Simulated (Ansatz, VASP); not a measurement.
One calculation of Ga2O, two programs

The input INCAR:

```
SYSTEM = Ga2O
PREC = Accurate
ENCUT = 600
EDIFF = 1E-6
ISMEAR = 0
SIGMA = 0.1
LREAL = .FALSE.
LASPH = .TRUE.
NELM = 100
ALGO = Normal
ISIF = 3
LWAVE = .FALSE.
LCHARG = .FALSE.
GGA = PE
IBRION = 2
NSW = 100
EDIFFG = -0.01
```

The input KPOINTS:

```
Automatic mesh
0
G
  12 12 16
  0 0 0
```

File POSCAR:

```
Ga2O
1.0
    4.3002767499      0.0000000000      0.0000000000
   -2.1501383750      3.7241489087      0.0000000000
    0.0000000000      0.0000000000      2.9081833697
Ga O
2 1
Direct
    0.3333333333      0.6666666667      0.0000000000
    0.6666666667      0.3333333333      0.0000000000
    0.0000000000      0.0000000000      0.0000000000
```

Input for Ansatz:

```yaml
crystal:
  lattice:
    - [4.3002767499, 0.0, 0.0]
    - [-2.150138375, 3.7241489087, 0.0]
    - [0.0, 0.0, 2.9081833697]
  atoms:
    - { symbol: Ga, position: [0.3333333333, 0.6666666667, 0.0] }
    - { symbol: Ga, position: [0.6666666667, 0.3333333333, 0.0] }
    - { symbol: O, position: [0.0, 0.0, 0.0] }
basis:
  ecutwfc: 420
kpoints:
  mp_grid: { grid: [12, 12, 16] }
hamiltonian:
  xc: pbe
scf:
  occupations: { method: gaussian, width: 0.1 }
output:
  forces: true
  stress: true
  eigenvalues: true
  write_density: true
  write_potential: true
  elf: true
  volumetric_format: npy
relax:
  adjacent_minimum: "off"
  f_tol: 0.01
  max_steps: 80
  cell: { stress_tol: 0.05 }
```

Alike in both runs: task relaxation of cell and atoms; functional PBE; k mesh 12 × 12 × 16; occupations gaussian, width 0.1 eV; no spin polarisation.

```csv
,VASP,Ansatz
version,VASP 6.6.1,Ansatz 0.2.0
potentials or method,"VASP PAW PBE potentials, release 64 (Ga_d, O), cutoff 600 eV","scalar-relativistic, plane waves, PAW"
valence electrons in the cell,32,32
```

|  | VASP | Ansatz | Ansatz less VASP |
| --- | --- | --- | --- |
| gap on the k mesh at the Fermi level, each at its own relaxed structure (eV) | none | none | - |
| relaxed volume (Å³/atom) | 15.50 | 15.49 | -0.009 |
| relaxed cell length with the largest relative difference (Å) | 4.297 | 4.295 | -0.0023 |

A gap of «none» marks a metal or a gap that the smearing closes.
